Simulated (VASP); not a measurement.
Input of a VASP 6.6.1 run:

Contents of INCAR:

```
SYSTEM = LiH
PREC = Accurate
ENCUT = 520
EDIFF = 1E-6
ISMEAR = 0
SIGMA = 0.05
LREAL = .FALSE.
LASPH = .TRUE.
NELM = 80
ALGO = Normal
ISIF = 2
LWAVE = .FALSE.
LCHARG = .TRUE.
GGA = CA
LELF = .TRUE.
LVHAR = .TRUE.
NBANDS = 9
```

The input KPOINTS:

```
regular mesh
0
G
  10 10 10
  0 0 0
```

File POSCAR:

```
LiH
1.0
    0.0000000000      2.1036375000      2.0325000000
    2.0325000000      0.0000000000      2.0325000000
    2.0325000000      2.1036375000      0.0000000000
Li H
1 1
Direct
    0.0000000000      0.0000000000      0.0000000000
    0.5000000000      0.5000000000      0.5000000000
```

Potentials or basis: VASP PAW LDA potentials, release 64 (Li_sv, H).

Launch:

```sh
$ cat potpaw_LDA.64/Li_sv/POTCAR potpaw_LDA.64/H/POTCAR > POTCAR
$ mpirun -np 1 vasp_std > vasp.out
```

Estimate the band gap on the k mesh.

2.30 eV, indirect (least direct gap 2.57 eV).

Caveat: the cell differs from its parent crystal (strain +0.0350 x Voigt [0, 1, 0, 0, 0, 0]). A k mesh can miss the band edges.
